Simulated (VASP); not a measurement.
# Sn (Pm-3m) in VASP: a series of runs

The runs below take Sn through single point, relaxation of cell and atoms, with PBE.

Program: VASP 6.6.1. These are calculated values, not measurements. Logs are shortened: lines on timing, memory, paths and dates and some standing lists are left out, and cuts for length are marked.

### Step 1. The cell of the first run

It takes space group Pm-3m (No. 221, cubic). Conventional cell: a = 3.088 Å, b = 3.088 Å, c = 3.088 Å, α = 90.00°, β = 90.00°, γ = 90.00°. Within 4.1 Å of Sn (site symmetry m-3m) lie 6 Sn at 3.09 Å.

This isn't the form of Sn at room conditions, which is tetragonal (white tin).

### Step 2. Single point, PBE

Contents of INCAR:

```
PREC = Accurate
ENCUT = 520
EDIFF = 1E-6
ISMEAR = -1
SIGMA = 0.05
LREAL = False
LASPH = True
NELM = 100
ALGO = Normal
ISIF = 2
LWAVE = False
LCHARG = False
GGA = PE
NBANDS = 13
```

Contents of KPOINTS:

```
Automatic mesh
0
Gamma
  13 13 13
```

Contents of POSCAR:

```
Sn
1.0
    3.0884268036      0.0000000000      0.0000000000
    0.0000000000      3.0884268036      0.0000000000
    0.0000000000      0.0000000000      3.0884268036
Sn
1
Direct
    0.0000000000      0.0000000000      0.0000000000
```

Potentials or basis: VASP PAW PBE potentials, release 64 (Sn_d).

On the command line:

```bash
$ cat potpaw_PBE.64/Sn_d/POTCAR > POTCAR
$ mpirun -np 1 vasp_std > vasp.out
```

OUTCAR:

```text
PREC = Accurate
   ENCUT = 520
   EDIFF = 1E-6
   ISMEAR = -1
   LREAL = False
   LASPH = True
   NELM = 100
   ISIF = 2
   GGA = PE

 ion  position               nearest neighbor table
   1  0.000  0.000  0.000-

  LATTYP: Found a simple cubic cell.
 ALAT       =     3.0884268036

  Lattice vectors:

 A1 = (   3.0884268036,   0.0000000000,   0.0000000000)
 A2 = (   0.0000000000,   3.0884268036,   0.0000000000)
 A3 = (   0.0000000000,   0.0000000000,   3.0884268036)

Analysis of symmetry for initial positions (statically):
=====================================================================
 Subroutine PRICEL returns:
 Original cell was already a primitive cell.

 Routine SETGRP: Setting up the symmetry group for a
 simple cubic supercell.

 Subroutine GETGRP returns: Found 48 space group operations
 (whereof 48 operations were pure point group operations)
 out of a pool of 48 trial point group operations.

The static configuration has the point symmetry O_h .

Analysis of symmetry for dynamics (positions and initial velocities):
=====================================================================
 Subroutine PRICEL returns:
 Original cell was already a primitive cell.

 Routine SETGRP: Setting up the symmetry group for a
 simple cubic supercell.

 Subroutine GETGRP returns: Found 48 space group operations
 (whereof 48 operations were pure point group operations)
 out of a pool of 48 trial point group operations.

The dynamic configuration has the point symmetry O_h .

 Subroutine INISYM returns: Found 48 space group operations
 (whereof 48 operations are pure point group operations),
 and found     1 'primitive' translations

----------------------------------------------------------------------------------------

                                     Primitive cell

  volume of cell :      29.4586

  direct lattice vectors                    reciprocal lattice vectors
     3.088426804  0.000000000  0.000000000     0.323789445  0.000000000  0.000000000
     0.000000000  3.088426804  0.000000000     0.000000000  0.323789445  0.000000000
     0.000000000  0.000000000  3.088426804     0.000000000  0.000000000  0.323789445

  length of vectors
     3.088426804  3.088426804  3.088426804     0.323789445  0.323789445  0.323789445

  position of ions in fractional coordinates (direct lattice)
     0.000000000  0.000000000  0.000000000

  ion indices of the primitive-cell ions
   primitive index   ion index
                 1           1

----------------------------------------------------------------------------------------

 KPOINTS: Automatic mesh

Automatic generation of k-mesh.
 Grid dimensions read from file:
 generate k-points for:   13   13   13

 Generating k-lattice:

  Cartesian coordinates                     Fractional coordinates (reciprocal lattice)
     0.024906880  0.000000000  0.000000000     0.076923077  0.000000000  0.000000000
     0.000000000  0.024906880  0.000000000     0.000000000  0.076923077  0.000000000
     0.000000000  0.000000000  0.024906880     0.000000000  0.000000000  0.076923077

  Length of vectors
     0.024906880  0.024906880  0.024906880

  Shift w.r.t. Gamma in fractional coordinates (k-lattice)
     0.000000000  0.000000000  0.000000000

 Subroutine IBZKPT returns following result:
 ===========================================

 Found     84 irreducible k-points:

 Following reciprocal coordinates:
            Coordinates               Weight
  0.000000  0.000000  0.000000      1.000000
  0.076923  0.000000  0.000000      6.000000
  0.153846  0.000000  0.000000      6.000000
  0.230769  0.000000  0.000000      6.000000
  0.307692  0.000000  0.000000      6.000000
  0.384615  0.000000  0.000000      6.000000
[... 16 lines left out ...]
  0.307692  0.307692  0.000000     12.000000
  0.384615  0.307692  0.000000     24.000000
 [... further k-points ...]
   k-points           NKPTS =     84   k-points in BZ     NKDIM =     84   number of bands    NBANDS=     13
   number of dos      NEDOS =    301   number of ions     NIONS =      1
   total plane-waves  NPLWV =  13824
   dimension x,y,z NGX =    24 NGY =   24 NGZ =   24
   dimension x,y,z NGXF=    48 NGYF=   48 NGZF=   48
   ions per type =               1
   NGX,Y,Z   is equivalent  to a cutoff of  12.92, 12.92, 12.92 a.u.
   NGXF,Y,Z  is equivalent  to a cutoff of  25.84, 25.84, 25.84 a.u.
 SYSTEM =  unknown system
   PREC   = accura    normal or accurate (medium, high low for compatibility)
   ISTART =      0    job   : 0-new  1-cont  2-samecut
   ICHARG =      2    charge: 1-file 2-atom 10-const
   ISPIN  =      1    spin polarized calculation?
   LNONCOLLINEAR =      F non collinear calculations
   LSORBIT =      F    spin-orbit coupling
   LASPH  =      T    aspherical Exc in radial PAW
   ENCUT  =  520.0 eV  38.22 Ry    6.18 a.u.   5.74  5.74  5.74*2*pi/ulx,y,z
   NELM   =    100;   NELMIN=  2; NELMDL= -5     # of ELM steps
   EDIFF  = 0.1E-05   stopping-criterion for ELM
   LREAL  =      F    real-space projection
   EDIFFG = 0.1E-04   stopping-criterion for IOM
   NSW    =      0    number of steps for IOM
   IBRION =     -1    ionic relax: 0-MD 1-quasi-New 2-CG
   NFREE  =      0    steps in history (QN), initial steepest desc. (CG)
   ISIF   =      2    stress and relaxation
   ISYM   =      2    0-nonsym 1-usesym 2-fastsym
   POTIM  = 0.5000    time-step for ionic-motion
   TEBEG  =    0.0;   TEEND  =   0.0 temperature during run
   PSTRESS=    0.0 pullay stress
   NELECT =      14.0000    total number of electrons
   NUPDOWN=      -1.0000    fix difference up-down
   EMIN   =  10.00;   EMAX   =-10.00  energy-range for DOS
   EFERMI =   0.00;   METHOD = LEGACY
   ISMEAR =    -1;   SIGMA  =   0.05  broadening in eV -4-tet -1-fermi 0-gaus
   EFERMI_NEDOS =   21; number of points for ismear=-14 and -15
   IALGO  =     38    algorithm
   IMIX   =      4    mixing-type and parameters
     AMIX     =   0.40;   BMIX     =  1.00
     AMIX_MAG =   1.60;   BMIX_MAG =  1.00
  volume/ion in A,a.u.               =      29.46       198.80
  Fermi-wavevector in a.u.,A,eV,Ry     =   1.277557  2.414232 22.206765  1.632151
  Thomas-Fermi vector in A             =   2.410150
   LORBIT       =      0    0 simple, 1 ext, 2 COOP (PROOUT), +10 PAW based schemes
   GGA     = PE    functional components
   LHFCALC =     F    Hartree Fock is set to
   AEXX    =    0.0000 exact exchange contribution
   IVDW    =     0    specifies the selected vdW correction
   LEPSILON=     F    determine dielectric tensor
   LRPA    =     F    only Hartree local field effects (RPA)
 non-spin polarized calculation
  energy-cutoff  :      520.00
  volume of cell :       29.46
 maximum number of plane-waves:       812
 NGX is ok and might be reduce to    24
   NGX = 11   NGY = 11   NGZ = 11

 number of electron      13.9999993 magnetization

 Free energy of the ion-electron system (eV)
  ---------------------------------------------------
  ext. energy  EPLUGINS =         0.00000000
  ---------------------------------------------------
  free energy    TOTEN  =        -3.78204095 eV

  energy without entropy =       -3.77805892  energy(sigma->0) =       -3.78004994

 E-fermi :   6.9728     XC(G=0):  -9.8746

 val. band max:        6.9624034122   @ k =   0.3077   0.3077   0.0000
 cond. band min:       7.0244446588   @ k =   0.2308   0.0000   0.0000
 fundamental gap:      0.0620412466
 Fermi energy:         6.9727889949

 k-point     1 :       0.0000    0.0000    0.0000
  band No.  band energies     occupation
      1     -14.6406      2.00000
      2     -14.6406      2.00000
      3     -14.2803      2.00000
      4     -14.2803      2.00000
      5     -14.2803      2.00000
      6      -3.6675      2.00000
      7      12.1835      0.00000
      8      12.1835      0.00000
      9      12.1835      0.00000
     10      15.4949      0.00000
     11      15.4949      0.00000
     12      16.7593      0.00000
     13      26.8311      0.00000

 k-point     2 :       0.0769    0.0000    0.0000
  band No.  band energies     occupation
      1     -14.6396      2.00000
      2     -14.6241      2.00000
      3     -14.2857      2.00000
      4     -14.2857      2.00000
      5     -14.2799      2.00000
      6      -3.5747      2.00000
      7      10.9864      0.00000
      8      12.2822      0.00000
      9      12.2822      0.00000
     10      15.5654      0.00000
     11      16.1491      0.00000
     12      17.5121      0.00000
     13      26.0185      0.00000

 k-point     3 :       0.1538    0.0000    0.0000
  band No.  band energies     occupation
      1     -14.6368      2.00000
      2     -14.5784      2.00000
      3     -14.3007      2.00000
      4     -14.3007      2.00000
      5     -14.2786      2.00000
      6      -3.2971      2.00000
      7       8.9983      0.00000
      8      12.5713      0.00000
      9      12.5713      0.00000
     10      15.7774      0.00000
     11      16.5273      0.00000
     12      19.7450      0.00000
     13      24.4903      0.00000
[... 305 lines left out ...]
 k-point    23 :       0.3077    0.3077    0.0000
  band No.  band energies     occupation
      1     -14.5321      2.00000
      2     -14.4235      2.00000
      3     -14.3382      2.00000
      4     -14.3364      2.00000
      5     -14.3255      2.00000
      6      -0.7680      2.00000
      7       6.2485      2.00000
      8       6.9624      1.10348
      9      14.1546      0.00000
     10      15.0706      0.00000
     11      18.2270      0.00000
     12      22.2451      0.00000
     13      23.2076      0.00000

 k-point    24 :       0.3846    0.3077    0.0000
  band No.  band energies     occupation
      1     -14.5194      2.00000
      2     -14.4464      2.00000
      3     -14.3553      2.00000
      4     -14.3354      2.00000
      5     -14.2747      2.00000
      6      -0.0316      2.00000
      7       4.9949      2.00000
      8       7.2888      0.00359
      9      12.8497      0.00000
     10      15.6908      0.00000
     11      18.8603      0.00000
     12      21.4896      0.00000
     13      22.2328      0.00000

 [... further k-points ...]

------------------------ aborting loop because EDIFF is reached ----------------------------------------

  FORCE on cell =-STRESS in cart. coord.  units (eV):
  Direction    XX          YY          ZZ          XY          YZ          ZX
  --------------------------------------------------------------------------------------
  -------------------------------------------------------------------------------------
  Total        0.0008892      0.0008892      0.0008892     -0.0000000      0.0000000      0.0000000
  in kB        0.0483632      0.0483632      0.0483632     -0.0000000      0.0000000      0.0000000
  external PRESSURE =       0.0483632 kB  Pullay stress =       0.0000000 kB

 VOLUME and BASIS-vectors are now :
 -----------------------------------------------------------------------------
  energy-cutoff  :      520.00
  volume of cell :       29.46
      direct lattice vectors                 reciprocal lattice vectors
     3.088426804  0.000000000  0.000000000     0.323789445  0.000000000  0.000000000
     0.000000000  3.088426804  0.000000000     0.000000000  0.323789445  0.000000000
     0.000000000  0.000000000  3.088426804     0.000000000  0.000000000  0.323789445

 POSITION                                       TOTAL-FORCE (eV/Angst)
 -----------------------------------------------------------------------------------
      0.00000      0.00000      0.00000         0.000000      0.000000      0.000000
 -----------------------------------------------------------------------------------
    total drift:                                0.000000     -0.000000      0.000000

  FREE ENERGIE OF THE ION-ELECTRON SYSTEM (eV)
  ---------------------------------------------------
  free  energy   TOTEN  =        -3.7820409534 eV

  energy  without entropy=       -3.7780589223  energy(sigma->0) =       -3.78004994
```

Run time: 11 s. Hardware: 1 thread of Intel Xeon Platinum 8259CL at 2.50GHz (Skylake/Cascade Lake), shared host; peak memory 0.15 GiB.

Results:

| Property | Result |
| --- | --- |
| Free energy | -3.7820 eV |
| Pressure | 0.0 GPa |
| Band gap on the k mesh | zero (bands 7 and 8 overlap by 7.14 eV) |

Caveat: spin-orbit coupling is left out, which moves the levels of the heavy elements.

### Step 3. Relaxation of cell and atoms, PBE

This run uses another cell than the first one, of 30.24 Å³/atom.

Contents of INCAR:

```
  PREC = Accurate
  ENCUT = 600
  EDIFF = 1E-7
  ISMEAR = -1
  SIGMA = 0.05
  LREAL = False
  LASPH = True
  NELM = 60
  ALGO = Normal
  ISIF = 3
  LWAVE = False
  LCHARG = False
  GGA = PE
  IBRION = 2
  NSW = 60
  EDIFFG = -0.005
```

Contents of KPOINTS:

```
regular mesh
0
Gamma
  13 13 13
```

Contents of POSCAR:

```
Sn
1.0
    3.1154964611      0.0000000000      0.0000000000
    0.0000000000      3.1154964611      0.0000000000
    0.0000000000      0.0000000000      3.1154964611
Sn
1
Direct
    0.0000000000      0.0000000000      0.0000000000
```

Potentials or basis: VASP PAW PBE potentials, release 64 (Sn_d).

On the command line:

```bash
$ cat potpaw_PBE.64/Sn_d/POTCAR > POTCAR
$ mpirun -np 1 vasp_std > vasp.out
```

Run time: 54 s. Hardware: 1 thread of Intel Xeon Platinum 8259CL at 2.50GHz (Skylake/Cascade Lake), shared host; peak memory 0.18 GiB.

The run converged. Its results:

| Quantity | Value |
| --- | --- |
| Free energy | -3.7822 eV |
| Relaxed volume | 29.45 Å³/atom |
| Relaxed cell | a = 3.088 Å, b = 3.088 Å, c = 3.088 Å, α = 90.00°, β = 90.00°, γ = 90.00° |
| Space group after relaxing (to 0.1 Å) | Pm-3m (No. 221) |
| Energy gained by relaxing | 2.9 meV/atom |
| Ionic steps | 3 |
| Pressure after relaxing | 0.0 GPa |
| Band gap on the k mesh | zero (bands 7 and 8 overlap by 7.14 eV) |

Step by step:
| step | energy change (eV) | largest force (eV/Å) | pressure (GPa) | volume (Å³) |
| --- | --- | --- | --- | --- |
| 1 | 0.0000 | 0.0000 | -1.16 | 30.24 |
| 2 | -0.0028 | 0.0000 | 0.26 | 29.29 |
| 3 | -0.0029 | 0.0000 | 0.01 | 29.45 |

Final structure:
```cif
data_structure
_symmetry_space_group_name_H-M 'P 1'
_symmetry_Int_Tables_number 1
_cell_length_a 3.0881
_cell_length_b 3.0881
_cell_length_c 3.0881
_cell_angle_alpha 90.000
_cell_angle_beta 90.000
_cell_angle_gamma 90.000
_cell_volume 29.45
loop_
_atom_site_label
_atom_site_type_symbol
_atom_site_fract_x
_atom_site_fract_y
_atom_site_fract_z
_atom_site_occupancy
Sn1 Sn 0.00000 0.00000 0.00000 1
```

Levels at points of the mesh, in eV from the Fermi level:
```tsv
k point	band 5	band 6	band 7	band 8	band 9	band 10
(0.00, 0.00, 0.00)	-21.25	-10.64	5.21	5.21	5.21	8.52
```

Caveat: spin-orbit coupling is left out, which moves the levels of the heavy elements.
